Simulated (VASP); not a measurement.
Here is a VASP 6.6.1 calculation.

Contents of INCAR:

```
PREC = Accurate
ENCUT = 520
EDIFF = 1E-7
ISMEAR = 0
SIGMA = 0.01
LREAL = F
LASPH = T
NELM = 100
ALGO = Normal
ISIF = 2
LWAVE = F
LCHARG = T
GGA = PE
LELF = T
LVHAR = T
NBANDS = 12
```

The input KPOINTS:

```
regular mesh
0
Gamma
  4 4 4
```

POSCAR

```
LiCl
1.0
    0.0000000000      2.7330425300      2.7330425300
    2.7330425300      0.0000000000      2.7330425300
    2.7330425300      2.7330425300      0.0000000000
Li Cl
1 1
Direct
    0.0000000000      0.0000000000      0.0000000000
    0.2500000000      0.2500000000      0.2500000000
```

Potentials or basis: VASP PAW PBE potentials, release 64 (Li_sv, Cl).

Launch:

```console
$ cat potpaw_PBE.64/Li_sv/POTCAR potpaw_PBE.64/Cl/POTCAR > POTCAR
$ mpirun -np 1 vasp_std > vasp.out
```

(1) What does it give for the band gap on the k mesh?

Answers

(1) 6.05 eV, direct.

Caveat: the k points lie up to 0.50 Å⁻¹ apart.
